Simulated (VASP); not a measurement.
# Sn: single point with PBEsol+D3(BJ)

Crystal: Sn.

```xyz
2
Lattice="0.0000 3.2333 3.2333 3.2333 0.0000 3.2333 3.2333 3.2333 0.0000" Properties=species:S:1:pos:R:3 pbc="T T T"
Sn    3.2333    3.2333    3.2333
Sn    4.8500    4.8500    4.8500
```

This isn't the form of Sn at room conditions, which is tetragonal (white tin).

| Quantity | Value |
| --- | --- |
| Program | VASP 6.6.1 |
| Task | single point |
| Functional | PBEsol |
| Dispersion | D3(BJ) |
| Potentials or basis | VASP PAW PBE potentials, release 64 (Sn_d) |
| Cutoff | 500 eV |
| k mesh | 8 × 8 × 8 |
| Occupations | methfessel-paxton, width 0.1 eV |
| Spin | no spin polarisation |
| Dipole correction | no |
| Further INCAR settings | ALGO = Normal; EDIFF = 1e-06; NBANDS = 21 |

```
Pressure                   : 0.0 GPa
Band gap on the k mesh     : zero (bands 14 and 15 overlap by 0.13 eV)
Dispersion energy per atom : -0.317 eV
```

Levels at points of the mesh, in eV from the Fermi level:
| k point | band 11 | band 12 | band 13 | band 14 | band 15 | band 16 | band 17 | band 18 |
| --- | --- | --- | --- | --- | --- | --- | --- | --- |
| (0.00, 0.00, 0.00) | -10.66 | -0.57 | 0.13 | 0.13 | 0.13 | 2.20 | 2.20 | 2.20 |
| (0.50, 0.00, 0.00) | -9.01 | -6.32 | -1.09 | -1.09 | 0.00 | 3.26 | 3.26 | 5.56 |
| (0.50, 0.50, 0.00) | -7.52 | -7.52 | -2.46 | -2.46 | 0.79 | 0.79 | 7.82 | 7.82 |

Wall time 29 s on 1 thread of Intel(R) Xeon(R) Platinum 8259CL CPU @ 2.50GHz (Skylake/Cascade Lake) (shared host), peak memory 0.22 GiB.

Caveat: three body term missing; the PAW data sets were made with another functional, which shifts forces and pressure a little; spin-orbit coupling is left out, which moves the levels of the heavy elements.
